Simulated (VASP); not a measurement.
## Co: single point with PBEsol

Crystal: Co.

```
CELL_PARAMETERS angstrom
2.45553 0.00000 0.00000
-1.22776 2.12655 0.00000
0.00000 0.00000 4.16570
ATOMIC_POSITIONS crystal
Co 0.33333 0.66667 0.25000
Co 0.66667 0.33333 0.75000
```

* Program: VASP 6.6.1
* Task: single point
* Functional: PBEsol
* Potentials or basis: VASP PAW PBE potentials, release 64 (Co)
* Cutoff: 520 eV
* k mesh: 21 × 21 × 12
* Occupations: gaussian, width 0.15 eV
* Spin: collinear spin, ferromagnetic start
* Starting moments: [1.79, 1.79] μB

| Quantity | Value |
| --- | --- |
| Pressure | -10.5 GPa |
| Net moment | 3.22 μB per cell |
| Site moments | Co +1.62 μB |
| Valence electrons inside the program's atomic spheres | Co 8.27 |

Stress tensor (GPa, compression positive):
```
 -6.03   0.00   0.00
  0.00  -6.03   0.00
  0.00   0.00 -19.29
```

Levels at points of the mesh, in eV from the Fermi level:
Spin up:
```
           k point  band 9  band 10  band 11  band 12  band 13  band 14
(0.00, 0.00, 0.00)   -1.79    -0.86    -0.86    -0.67     5.60    22.51
(0.00, 0.00, 0.50)   -1.16    -1.16    -1.16    -1.16    13.70    13.70
```
Spin down:
| k point | band 5 | band 6 | band 7 | band 8 | band 9 | band 10 |
| --- | --- | --- | --- | --- | --- | --- |
| (0.00, 0.00, 0.00) | -0.97 | -0.66 | -0.66 | -0.66 | 0.01 | 0.01 |
| (0.00, 0.00, 0.50) | -0.98 | -0.98 | -0.98 | -0.98 | 0.70 | 0.70 |

Wall time 3.3 min on 1 thread of Oxide Virtual Turin-like Processor (shared host), peak memory 0.27 GiB.

Caveat: the stress differs along the axes, from -19 to -6 GPa; the PAW data sets were made with another functional, which shifts forces and pressure a little.
